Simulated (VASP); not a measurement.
A run of VASP 6.6.1 is set up as follows.

File POSCAR:

```
Al7InAs8
1.0
    5.7238382079     -5.7238382079      0.0000000000
    5.7238382079      0.0000000000      5.7238382079
    0.0000000000     -5.7238382079      5.7238382079
In Al As
1 7 8
Direct
    0.5000000000      0.0000000000      0.0000000000
    0.5004298045      0.0004298045      0.4995701955
    0.5004298045      0.4995701955      0.0004298045
    0.5004298045      0.4995701955      0.4995701955
   -0.0004298045      0.0004298045      0.0004298045
   -0.0004298045      0.0004298045      0.4995701955
   -0.0004298045      0.4995701955      0.0004298045
    0.0000000000      0.5000000000      0.5000000000
    0.3697064445      0.3908806665      0.8697064445
    0.3749564739      0.3750145087      0.3750145087
    0.3697064445      0.8697064445      0.8697064445
    0.3697064445      0.8697064445      0.3908806665
    0.8750145087      0.3750145087      0.8749564739
    0.8750145087      0.3750145087      0.3750145087
    0.8908806665      0.8697064445      0.8697064445
    0.8750145087      0.8749564739      0.3750145087
```

Contents of INCAR.step1:

```
PREC     = Accurate       # precision mode
ENCUT    = 520            # plane-wave cutoff, eV
ISMEAR   = 0              # smearing method
SIGMA    = 0.02           # smearing width, eV
LREAL    = Auto         
LASPH    = T              # aspherical terms in the spheres
NELM     = 60             # most SCF steps
NBANDS   = 51             # bands
GGA      = PE             # functional
ALGO     = Normal         # electronic algorithm
EDIFF    = 1E-4           # SCF threshold, eV
LWAVE    = T              # write WAVECAR
LCHARG   = F              # write CHGCAR
```

File INCAR.step2:

```
PREC     = Accurate       # precision mode
ENCUT    = 520            # plane-wave cutoff, eV
EDIFF    = 1E-6           # SCF threshold, eV
ISMEAR   = 0              # smearing method
SIGMA    = 0.02           # smearing width, eV
LREAL    = Auto         
LASPH    = T              # aspherical terms in the spheres
NELM     = 60             # most SCF steps
ALGO     = Normal         # electronic algorithm
ISIF     = 2              # what is computed and relaxed
LWAVE    = F              # write WAVECAR
LCHARG   = F              # write CHGCAR
METAGGA  = R2SCAN         # meta-GGA
LMIXTAU  = T            
NBANDS   = 51             # bands
ISTART   = 1
```

KPOINTS

```
regular mesh
0
Gamma
  4 4 4
```

Potentials or basis: VASP PAW PBE potentials, release 64 (In_d, Al, As).

Command:

```bash
$ cat potpaw_PBE.64/In_d/POTCAR potpaw_PBE.64/Al/POTCAR potpaw_PBE.64/As/POTCAR > POTCAR
$ cp INCAR.step1 INCAR
$ mpirun -np 1 vasp_std > vasp.out
$ cp INCAR.step2 INCAR
$ mpirun -np 1 vasp_std > vasp.out
```

Problem. Predict the largest force.

Solution. 0.032 eV/Å.

Problem. What does it give for the band gap on the k mesh?

Solution. 1.77 eV.

Forces in eV/Å, atoms in the order of the input:
```
In   0.000  0.000  0.000
Al  -0.030  0.000  0.000
Al   0.000  0.030  0.000
Al   0.000  0.000  0.030
Al   0.000  0.000 -0.030
Al   0.000 -0.030  0.000
Al   0.030  0.000  0.000
Al   0.000  0.000  0.000
As   0.019  0.019  0.019
As   0.002 -0.002 -0.002
As  -0.019  0.019 -0.019
As  -0.019 -0.019  0.019
As  -0.002 -0.002  0.002
As  -0.002  0.002 -0.002
As   0.019 -0.019 -0.019
As   0.002  0.002  0.002
```

Caveat: the PAW data sets were made with another functional, which shifts forces and pressure a little; spin-orbit coupling is left out, which moves the levels of the heavy elements. A k mesh can miss the band edges.
